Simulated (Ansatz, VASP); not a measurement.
LaTe4: VASP beside Ansatz

```
CELL_PARAMETERS angstrom
-3.65657 3.65657 3.65657
3.65657 -3.65657 3.65657
3.65657 3.65657 -3.65657
ATOMIC_POSITIONS crystal
La 0.00000 0.00000 0.00000
Te 0.50000 0.50000 0.50000
Te 0.00000 0.00000 0.50000
Te 0.00000 0.50000 0.00000
Te 0.50000 0.00000 0.00000
```

Alike in both runs: functional PBE; k mesh 4 × 4 × 4; occupations gaussian, width 0.1 eV; no spin polarisation.

Ansatz relaxed the structure, and its values are those at the end. VASP's run is a single point on that final structure, the one shown.

|  | VASP | Ansatz |
| --- | --- | --- |
| version | VASP 6.6.1 | Ansatz 0.2.0 |
| potentials or method | VASP PAW PBE potentials, release 64 (La, Te), cutoff 520 eV | scalar-relativistic, plane waves, PAW |
| valence electrons in the cell | 35 | 75 |

Ansatz gave:

| Property | Result |
| --- | --- |
| gap on the k mesh at the Fermi level (eV) | none |
| pressure (GPa) | -0.1 |

Problem. Which values does VASP return?

Solution. gap on the k mesh at the Fermi level (eV): none; pressure (GPa): -0.2.

A gap of «none» marks a metal or a gap that the smearing closes. VASP's potentials hold 35 valence electrons a cell and Ansatz's 75, so a difference there can come from the potentials and not from the codes.

Neither program's run includes spin-orbit coupling.
